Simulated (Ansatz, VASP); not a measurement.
**Two plane-wave programs on BN**

Contents of POSCAR:

```
BN
1.0
    2.4568420491      0.0000000000      0.0000000000
   -1.2212605467      2.1318056974      0.0000000000
   -0.6177907512     -1.0659028487      2.9608381970
N B
1 1
Direct
    0.6685060000      0.3323850000      0.9849990000
    0.9796430000      0.9834990000      0.0018060000
```

INCAR.step1

```
  PREC = Accurate
  ENCUT = 520
  ISMEAR = -1
  SIGMA = 0.05
  LREAL = False
  LASPH = True
  NELM = 80
  NBANDS = 11
  GGA = PE
  ALGO = Normal
  EDIFF = 1E-4
  LWAVE = True
  LCHARG = False
```

INCAR.step2

```
  PREC = Accurate
  ENCUT = 520
  EDIFF = 1E-6
  ISMEAR = -1
  SIGMA = 0.05
  LREAL = False
  LASPH = True
  NELM = 80
  ALGO = Normal
  ISIF = 2
  LWAVE = False
  LCHARG = True
  METAGGA = R2SCAN
  LMIXTAU = True
  LELF = True
  LVHAR = True
  NBANDS = 11
  ISTART = 1
```

Contents of KPOINTS:

```
Automatic mesh
0
Gamma
  13 13 9
```

The input input.yaml:

```yaml
crystal:
  lattice:
    - [2.4568420491, 0.0, 0.0]
    - [-1.2212605467, 2.1318056974, 0.0]
    - [-0.6177907512, -1.0659028487, 2.960838197]
  atoms:
    - { symbol: "N", position: [0.668506, 0.332385, 0.984999] }
    - { symbol: B, position: [0.979643, 0.983499, 0.001806] }
hamiltonian:
  xc: r2scan
  pseudopotentials: { kind: paw }
kpoints:
  mp_grid: { grid: [13, 13, 9] }
scf:
  occupations: { method: fermi_dirac, width: 0.05 }
output:
  forces: true
  stress: true
  eigenvalues: true
  write_density: true
  write_potential: true
  elf: true
  volumetric_format: npy
```

Alike in both runs: task single point; functional r2SCAN; k mesh 13 × 13 × 9; occupations fermi-dirac, width 0.05 eV; no spin polarisation.

|  | VASP | Ansatz |
| --- | --- | --- |
| version | VASP 6.6.1 | Ansatz 0.2.0 |
| potentials or method | VASP PAW PBE potentials, release 64 (N, B) | Ansatz PAW |
| plane-wave cutoff (eV) | 520 | 500 |
| valence electrons in the cell | 8 | 8 |

```tsv
	VASP	Ansatz	Ansatz less VASP
gap on the k mesh at the Fermi level (eV)	3.29	3.26	-0.026
least direct gap on the mesh (eV)	5.38	5.32	-0.063
pressure (GPa)	20.2	19.7	-0.46
traceless stress, the component that is largest in VASP (GPa)	14.30	13.92	-0.378
rms of the force components (eV/Å)	1.804	1.816	+0.0120
```

VASP's potentials were made for PBE, not for r2SCAN. Atom by atom the forces differ by 0.012 eV/Å (rms over components). The functional is the same, so the differences come from potentials, cutoffs and numerics.

Noted on Ansatz's run: odd divisions of the mesh miss points on the zone boundary, where band edges often lie, so the gap on the mesh can be too wide.
